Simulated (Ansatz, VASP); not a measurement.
**Zn2C in VASP and in Ansatz**

```xyz
3
Lattice="0.0000 2.5779 2.5779 2.5024 0.0000 2.5779 2.5024 2.5779 0.0000" Properties=species:S:1:pos:R:3 pbc="T T T"
C     0.0000    0.0000    0.0000
Zn    1.2512    1.2890    1.2890
Zn    3.7536    3.8669    3.8669
```

Change from the starting cell: uniaxial_x strain -2.9%.

Alike in both runs: task single point; functional PBE; k mesh 8 × 8 × 8; occupations fermi-dirac, width 0.02 eV; no spin polarisation.

```csv
,VASP,Ansatz
version,VASP 6.6.1,Ansatz 0.2.0
potentials or method,"VASP PAW PBE potentials, release 64 (C, Zn)","plane waves, PAW"
plane-wave cutoff (eV),520,420
valence electrons in the cell,28,28
```

Ansatz gave:

```
pressure (GPa)                                                : 9.2
traceless stress, the component that is largest in VASP (GPa) : 5.10
```

Q: What did VASP give for the same quantities?

A: Pressure (GPa): 9.9; traceless stress, the component that is largest in VASP (GPa): 5.15.

The functional is the same, so the differences come from potentials, cutoffs and numerics.
